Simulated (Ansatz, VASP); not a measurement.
# One calculation of CoSi, two programs

The input INCAR:

```
ALGO = Normal
EDIFF = 1E-6
ENCUT = 520
GGA = PS
ISIF = 2
ISMEAR = -1
ISPIN = 2
LASPH = True
LCHARG = False
LMAXMIX = 4
LORBIT = 11
LREAL = False
LWAVE = False
MAGMOM = 0.5 0.5 0.5 0.5 0 0 0 0
NBANDS = 40
NELM = 150
NUPDOWN = 2.0
PREC = Accurate
SIGMA = 0.05
```

The input KPOINTS:

```
k-points
0
Gamma
  5 5 5
```

The input POSCAR:

```
CoSi
1.0
    4.4380000000      0.0000000000      0.0000000000
    0.0000000000      4.4380000000      0.0000000000
    0.0000000000      0.0000000000      4.4380000000
Co Si
4 4
Direct
    0.8600000000      0.6400000000      0.3600000000
    0.6400000000      0.3600000000      0.8600000000
    0.3600000000      0.8600000000      0.6400000000
    0.1400000000      0.1400000000      0.1400000000
    0.1570000000      0.3430000000      0.6570000000
    0.3430000000      0.6570000000      0.1570000000
    0.6570000000      0.1570000000      0.3430000000
    0.8430000000      0.8430000000      0.8430000000
```

File input.yaml:

```yaml
crystal:
  lattice:
    - [4.438, 0.0, 0.0]
    - [0.0, 4.438, 0.0]
    - [0.0, 0.0, 4.438]
  atoms:
    - { symbol: Co, position: [0.86, 0.64, 0.36], spin: 0.5 }
    - { symbol: Co, position: [0.64, 0.36, 0.86], spin: 0.5 }
    - { symbol: Co, position: [0.36, 0.86, 0.64], spin: 0.5 }
    - { symbol: Co, position: [0.14, 0.14, 0.14], spin: 0.5 }
    - { symbol: Si, position: [0.157, 0.343, 0.657] }
    - { symbol: Si, position: [0.343, 0.657, 0.157] }
    - { symbol: Si, position: [0.657, 0.157, 0.343] }
    - { symbol: Si, position: [0.843, 0.843, 0.843] }
hamiltonian:
  xc: pbesol
  pseudopotentials: { kind: paw }
magnetization:
  spin_polarized: true
  initial_magnetization: 2.0
  spin_locking: { lock_magnetization: hard }
kpoints:
  mp_grid: { grid: [5, 5, 5] }
scf:
  occupations: { method: fermi_dirac, width: 0.05 }
  lower_state_search: "off"
output:
  forces: true
  stress: true
  eigenvalues: true
```

Alike in both runs: task single point; functional PBEsol; k mesh 5 × 5 × 5; occupations fermi-dirac, width 0.05 eV; collinear spin; fixed moment 2 μB.

|  | VASP | Ansatz |
| --- | --- | --- |
| version | VASP 6.6.1 | Ansatz 0.2.0 |
| potentials or method | VASP PAW PBE potentials, release 64 (Co, Si) | Ansatz PAW |
| plane-wave cutoff (eV) | 520 | 420 |
| valence electrons in the cell | 52 | 84 |

Ansatz gave:

```
pressure (GPa)                     : -5.0
rms of the force components (eV/Å) : 0.054
net moment per atom (μB)           : 0.25
```

**Question.** What did VASP give for the same quantities?

**Answer.** Pressure (GPa): -4.9; rms of the force components (eV/Å): 0.061; net moment per atom (μB): 0.25.

VASP's potentials were made for PBE, not for PBEsol. Atom by atom the forces differ by 0.007 eV/Å (rms over components). The functional is the same, so the differences come from potentials, cutoffs and numerics. VASP's potentials hold 52 valence electrons a cell and Ansatz's 84, so a difference there can come from the potentials and not from the codes.
